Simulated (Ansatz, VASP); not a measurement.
**AlN in VASP and in Ansatz**

```
CELL_PARAMETERS angstrom
0.00000 2.08645 2.23976
2.23976 0.00000 2.23976
2.23976 2.08645 0.00000
ATOMIC_POSITIONS crystal
Al 0.98873 0.01127 0.01127
N 0.77170 0.72830 0.72830
```

Change from the starting cell: mode 4 frozen in at -0.095 Å, strain +e along z and -e/2 along x and y -0.0467.

Alike in both runs: task single point; functional PBEsol; k mesh 10 × 10 × 10; occupations gaussian, width 0.05 eV; no spin polarisation.

|  | VASP | Ansatz |
| --- | --- | --- |
| version | VASP 6.6.1 | Ansatz 0.2.0 |
| potentials or method | VASP PAW PBE potentials, release 64 (Al, N), cutoff 520 eV | scalar-relativistic, plane waves, PAW |
| valence electrons in the cell | 8 | 8 |

```tsv
	VASP	Ansatz	Ansatz less VASP
gap on the k mesh at the Fermi level (eV)	2.58	2.59	+0.009
least direct gap on the mesh (eV)	3.61	3.59	-0.016
pressure (GPa)	2.8	2.7	-0.06
traceless stress, the component that is largest in VASP (GPa)	-10.44	-10.27	+0.174
rms of the force components (eV/Å)	1.236	1.226	-0.0101
```

VASP's potentials were made for PBE, not for PBEsol, and Ansatz warns of the same on its side. Atom by atom the forces differ by 0.010 eV/Å (rms over components).
